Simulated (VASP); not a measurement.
# Rh2C3 (P-3m1) in VASP: notebook

Runs on Rh2C3. Level: PBE. Tasks: single point, relaxation of cell and atoms.

Everything below comes from runs of VASP 6.6.1. Logs are shortened: lines on timing, memory, paths and dates and some standing lists are left out, and cuts for length are marked.

## Step 1: The cell of the first run

Symmetry: P-3m1, No. 164, trigonal system. Conventional cell: a = 3.189 Å, b = 3.189 Å, c = 5.706 Å, α = 90.00°, β = 90.00°, γ = 120.00°. Rh (site symmetry 3m) has 7 C at 2.03 to 2.32 Å within 2.7 Å. Within 3.1 Å of C (site symmetry -3m) lie 6 Rh at 2.32 Å and 6 C at 2.91 Å. C (site symmetry 3m) has 4 Rh at 2.03 to 2.04 Å and 3 C at 2.19 Å within 2.7 Å.

## Step 2: Single point, PBE

File INCAR:

```
SYSTEM = Rh2C3
ALGO = Normal
EDIFF = 1E-6
ENCUT = 520
GGA = PE
ISIF = 2
ISMEAR = 0
LASPH = .True.
LCHARG = .True.
LELF = .True.
LREAL = .False.
LVHAR = .True.
LWAVE = .False.
NBANDS = 29
NELM = 100
PREC = Accurate
SIGMA = 0.1
```

File KPOINTS:

```
k-points
0
Gamma
  12 12 8
  0 0 0
```

File POSCAR:

```
Rh2C3
1.0
    3.1887993920      0.0000000000      0.0000000000
   -1.5943996960      2.7615812810      0.0000000000
    0.0000000000      0.0000000000      5.7059634227
Rh C
2 3
Direct
    0.3333333333      0.6666666667      0.2471577033
    0.6666666667      0.3333333333      0.7528422967
    0.0000000000      0.0000000000      0.0000000000
    0.3333333333      0.6666666667      0.6040737180
    0.6666666667      0.3333333333      0.3959262820
```

Potentials or basis: VASP PAW PBE potentials, release 64 (Rh_pv, C).

Command:

```sh
cat potpaw_PBE.64/Rh_pv/POTCAR potpaw_PBE.64/C/POTCAR > POTCAR
mpirun -np 1 vasp_std > vasp.out
```

OUTCAR:

```text
SYSTEM = Rh2C3
   EDIFF = 1E-6
   ENCUT = 520
   GGA = PE
   ISIF = 2
   ISMEAR = 0
   LASPH = .True.
   LREAL = .False.
   NELM = 100
   PREC = Accurate

 ion  position               nearest neighbor table
   1  0.333  0.667  0.247-   5 2.03   5 2.03   5 2.03   4 2.04   3 2.32   3 2.32   3 2.32
   2  0.667  0.333  0.753-   4 2.03   4 2.03   4 2.03   5 2.04   3 2.32   3 2.32   3 2.32
   3  0.000  0.000  0.000-   1 2.32   2 2.32   1 2.32   2 2.32   2 2.32   1 2.32
   4  0.333  0.667  0.604-   2 2.03   2 2.03   2 2.03   1 2.04
   5  0.667  0.333  0.396-   1 2.03   1 2.03   1 2.03   2 2.04

  LATTYP: Found a hexagonal cell.
 ALAT       =     3.1887993920
 C/A-ratio  =     1.7893767281

  Lattice vectors:

 A1 = (   3.1887993920,   0.0000000000,   0.0000000000)
 A2 = (  -1.5943996960,   2.7615812810,   0.0000000000)
 A3 = (   0.0000000000,   0.0000000000,   5.7059634227)

Analysis of symmetry for initial positions (statically):
=====================================================================
 Subroutine PRICEL returns:
 Original cell was already a primitive cell.

 Routine SETGRP: Setting up the symmetry group for a
 hexagonal supercell.

 Subroutine GETGRP returns: Found 12 space group operations
 (whereof 12 operations were pure point group operations)
 out of a pool of 24 trial point group operations.

The static configuration has the point symmetry D_3d.

Analysis of symmetry for dynamics (positions and initial velocities):
=====================================================================
 Subroutine PRICEL returns:
 Original cell was already a primitive cell.

 Routine SETGRP: Setting up the symmetry group for a
 hexagonal supercell.

 Subroutine GETGRP returns: Found 12 space group operations
 (whereof 12 operations were pure point group operations)
 out of a pool of 24 trial point group operations.

The dynamic configuration has the point symmetry D_3d.

 Subroutine INISYM returns: Found 12 space group operations
 (whereof 12 operations are pure point group operations),
 and found     1 'primitive' translations

----------------------------------------------------------------------------------------

                                     Primitive cell

  volume of cell :      50.2474

  direct lattice vectors                    reciprocal lattice vectors
     3.188799392  0.000000000  0.000000000     0.313597651  0.181055688  0.000000000
    -1.594399696  2.761581281  0.000000000     0.000000000  0.362111377  0.000000000
     0.000000000  0.000000000  5.705963423     0.000000000  0.000000000  0.175255242

  length of vectors
     3.188799392  3.188799392  5.705963423     0.362111377  0.362111377  0.175255242

  position of ions in fractional coordinates (direct lattice)
     0.333333333  0.666666667  0.247157703
     0.666666667  0.333333333  0.752842297
     0.000000000  0.000000000  0.000000000
     0.333333333  0.666666667  0.604073718
     0.666666667  0.333333333  0.395926282

  ion indices of the primitive-cell ions
   primitive index   ion index
                 1           1
                 2           2
                 3           3
                 4           4
                 5           5

----------------------------------------------------------------------------------------

 KPOINTS: k-points

Automatic generation of k-mesh.
 Grid dimensions read from file:
 generate k-points for:   12   12    8

 Generating k-lattice:

  Cartesian coordinates                     Fractional coordinates (reciprocal lattice)
     0.026133138  0.015087974  0.000000000     0.083333333  0.000000000  0.000000000
     0.000000000  0.030175948  0.000000000     0.000000000  0.083333333  0.000000000
     0.000000000  0.000000000  0.021906905     0.000000000  0.000000000  0.125000000

  Length of vectors
     0.030175948  0.030175948  0.021906905

  Shift w.r.t. Gamma in fractional coordinates (k-lattice)
     0.000000000  0.000000000  0.000000000

 Subroutine IBZKPT returns following result:
 ===========================================

 Found    131 irreducible k-points:

 Following reciprocal coordinates:
            Coordinates               Weight
  0.000000  0.000000  0.000000      1.000000
  0.083333  0.000000  0.000000      6.000000
  0.166667 -0.000000  0.000000      6.000000
  0.250000 -0.000000  0.000000      6.000000
  0.333333  0.000000  0.000000      6.000000
  0.416667  0.000000  0.000000      6.000000
[... 16 lines left out ...]
  0.166667 -0.000000  0.125000      6.000000
  0.000000  0.166667  0.125000      6.000000
 [... further k-points ...]
   k-points           NKPTS =    131   k-points in BZ     NKDIM =    131   number of bands    NBANDS=     29
   number of dos      NEDOS =    301   number of ions     NIONS =      5
   total plane-waves  NPLWV =  24192
   dimension x,y,z NGX =    24 NGY =   24 NGZ =   42
   dimension x,y,z NGXF=    48 NGYF=   48 NGZF=   84
   ions per type =               2   3
   NGX,Y,Z   is equivalent  to a cutoff of  12.51, 12.51, 12.24 a.u.
   NGXF,Y,Z  is equivalent  to a cutoff of  25.02, 25.02, 24.47 a.u.
 SYSTEM =  Rh2C3
   PREC   = accura    normal or accurate (medium, high low for compatibility)
   ISTART =      0    job   : 0-new  1-cont  2-samecut
   ICHARG =      2    charge: 1-file 2-atom 10-const
   ISPIN  =      1    spin polarized calculation?
   LNONCOLLINEAR =      F non collinear calculations
   LSORBIT =      F    spin-orbit coupling
   LASPH  =      T    aspherical Exc in radial PAW
   ENCUT  =  520.0 eV  38.22 Ry    6.18 a.u.   5.93  5.93 10.61*2*pi/ulx,y,z
   NELM   =    100;   NELMIN=  2; NELMDL= -5     # of ELM steps
   EDIFF  = 0.1E-05   stopping-criterion for ELM
   LREAL  =      F    real-space projection
   EDIFFG = 0.1E-04   stopping-criterion for IOM
   NSW    =      0    number of steps for IOM
   IBRION =     -1    ionic relax: 0-MD 1-quasi-New 2-CG
   NFREE  =      0    steps in history (QN), initial steepest desc. (CG)
   ISIF   =      2    stress and relaxation
   ISYM   =      2    0-nonsym 1-usesym 2-fastsym
   POTIM  = 0.5000    time-step for ionic-motion
   TEBEG  =    0.0;   TEEND  =   0.0 temperature during run
   PSTRESS=    0.0 pullay stress
   NELECT =      42.0000    total number of electrons
   NUPDOWN=      -1.0000    fix difference up-down
   EMIN   =  10.00;   EMAX   =-10.00  energy-range for DOS
   EFERMI =   0.00;   METHOD = LEGACY
   ISMEAR =     0;   SIGMA  =   0.10  broadening in eV -4-tet -1-fermi 0-gaus
   EFERMI_NEDOS =   21; number of points for ismear=-14 and -15
   IALGO  =     38    algorithm
   IMIX   =      4    mixing-type and parameters
     AMIX     =   0.40;   BMIX     =  1.00
     AMIX_MAG =   1.60;   BMIX_MAG =  1.00
  volume/ion in A,a.u.               =      10.05        67.82
  Fermi-wavevector in a.u.,A,eV,Ry     =   1.542126  2.914196 32.356740  2.378153
  Thomas-Fermi vector in A             =   2.647975
   LORBIT       =      0    0 simple, 1 ext, 2 COOP (PROOUT), +10 PAW based schemes
   GGA     = PE    functional components
   LHFCALC =     F    Hartree Fock is set to
   AEXX    =    0.0000 exact exchange contribution
   IVDW    =     0    specifies the selected vdW correction
   LEPSILON=     F    determine dielectric tensor
   LRPA    =     F    only Hartree local field effects (RPA)
 non-spin polarized calculation
 Gauss-broadening in eV      SIGMA  =   0.10
  energy-cutoff  :      520.00
  volume of cell :       50.25
 maximum number of plane-waves:      1380
   NGX = 11   NGY = 11   NGZ = 21

 number of electron      42.0000016 magnetization

 Free energy of the ion-electron system (eV)
  ---------------------------------------------------
  ext. energy  EPLUGINS =         0.00000000
  ---------------------------------------------------
  free energy    TOTEN  =       -34.90849952 eV

  energy without entropy =      -34.89639457  energy(sigma->0) =      -34.90244705

 E-fermi :   9.7309     XC(G=0): -13.0550

 val. band max:        9.7207579410   @ k =   0.4167   0.0000   0.3750
 cond. band min:       9.7407600792   @ k =   0.0000   0.3333   0.1250
 fundamental gap:      0.0200021382
 Fermi energy:         9.7309154066

 k-point     1 :       0.0000    0.0000    0.0000
  band No.  band energies     occupation
      1     -37.9379      2.00000
      2     -37.8580      2.00000
      3     -37.6605      2.00000
      4     -37.6605      2.00000
      5     -37.6510      2.00000
      6     -37.6510      2.00000
[... 21 lines left out ...]
     28      14.9126      0.00000
     29      19.4550      0.00000

 k-point     2 :       0.0833    0.0000    0.0000
  band No.  band energies     occupation
      1     -37.9358      2.00000
      2     -37.8583      2.00000
      3     -37.6676      2.00000
      4     -37.6626      2.00000
      5     -37.6582      2.00000
      6     -37.6525      2.00000
[... 21 lines left out ...]
     28      14.9433      0.00000
     29      19.6690      0.00000

 k-point     3 :       0.1667   -0.0000    0.0000
  band No.  band energies     occupation
      1     -37.9298      2.00000
      2     -37.8593      2.00000
      3     -37.6871      2.00000
      4     -37.6778      2.00000
      5     -37.6681      2.00000
      6     -37.6567      2.00000
[... 21 lines left out ...]
     28      14.9898      0.00000
     29      19.9960      0.00000

 k-point     4 :       0.2500   -0.0000    0.0000
  band No.  band energies     occupation
      1     -37.9209      2.00000
      2     -37.8613      2.00000
      3     -37.7137      2.00000
      4     -37.7044      2.00000
      5     -37.6755      2.00000
      6     -37.6626      2.00000
[... 597 lines left out ...]
     28      14.9618      0.00000
     29      19.7496      0.00000

 k-point    23 :       0.1667   -0.0000    0.1250
  band No.  band energies     occupation
      1     -37.9272      2.00000
      2     -37.8620      2.00000
      3     -37.6865      2.00000
      4     -37.6783      2.00000
      5     -37.6679      2.00000
      6     -37.6570      2.00000
[... 21 lines left out ...]
     28      14.9230      0.00000
     29      19.9867      0.00000

 k-point    24 :       0.0000    0.1667    0.1250
  band No.  band energies     occupation
      1     -37.9272      2.00000
      2     -37.8620      2.00000
      3     -37.6870      2.00000
      4     -37.6778      2.00000
      5     -37.6675      2.00000
      6     -37.6573      2.00000
[... 21 lines left out ...]
     28      14.9791      0.00000
     29      20.0736      0.00000

 [... further k-points ...]
[... 5 lines left out ...]
  --------------------------------------------------------------------------------------
  -------------------------------------------------------------------------------------
  Total        0.0492809      0.0492809      0.0984551     -0.0000000      0.0000000      0.0000000
  in kB        1.5713569      1.5713569      3.1393140     -0.0000000      0.0000000      0.0000000
  external PRESSURE =       2.0940092 kB  Pullay stress =       0.0000000 kB

 VOLUME and BASIS-vectors are now :
 -----------------------------------------------------------------------------
  energy-cutoff  :      520.00
  volume of cell :       50.25
      direct lattice vectors                 reciprocal lattice vectors
     3.188799392  0.000000000  0.000000000     0.313597651  0.181055688  0.000000000
    -1.594399696  2.761581281  0.000000000     0.000000000  0.362111377  0.000000000
     0.000000000  0.000000000  5.705963423     0.000000000  0.000000000  0.175255242

 POSITION                                       TOTAL-FORCE (eV/Angst)
 -----------------------------------------------------------------------------------
     -0.00000      1.84105      1.41027         0.000000     -0.000000     -0.042576
      1.59440      0.92053      4.29569        -0.000000      0.000000      0.042576
      0.00000      0.00000      0.00000         0.000000      0.000000     -0.000000
     -0.00000      1.84105      3.44682         0.000000     -0.000000      0.007401
      1.59440      0.92053      2.25914         0.000000      0.000000     -0.007401
 -----------------------------------------------------------------------------------
    total drift:                                0.000000     -0.000000     -0.000000

  FREE ENERGIE OF THE ION-ELECTRON SYSTEM (eV)
  ---------------------------------------------------
  free  energy   TOTEN  =       -34.9084995221 eV

  energy  without entropy=      -34.8963945698  energy(sigma->0) =      -34.90244705
```

Wall time 5.7 min (1 thread of Oxide Virtual Turin-like, shared host); peak memory 0.24 GiB.

What came out:

```
Free energy            : -34.9085 eV
Pressure               : 0.2 GPa
Largest force          : 0.043 eV/Å
Band gap on the k mesh : zero (band 21 reaches 11.22 eV, above the bottom of band 22 at 8.93 eV)
```

Forces in eV/Å, atoms in the order of the input:
```
Rh   0.000  0.000 -0.043
Rh   0.000  0.000  0.043
C    0.000  0.000  0.000
C    0.000  0.000  0.007
C    0.000  0.000 -0.007
```

Stress tensor (GPa, compression positive):
```
0.16 0.00 0.00
0.00 0.16 0.00
0.00 0.00 0.31
```

(Part 1 of 2 ends here.)
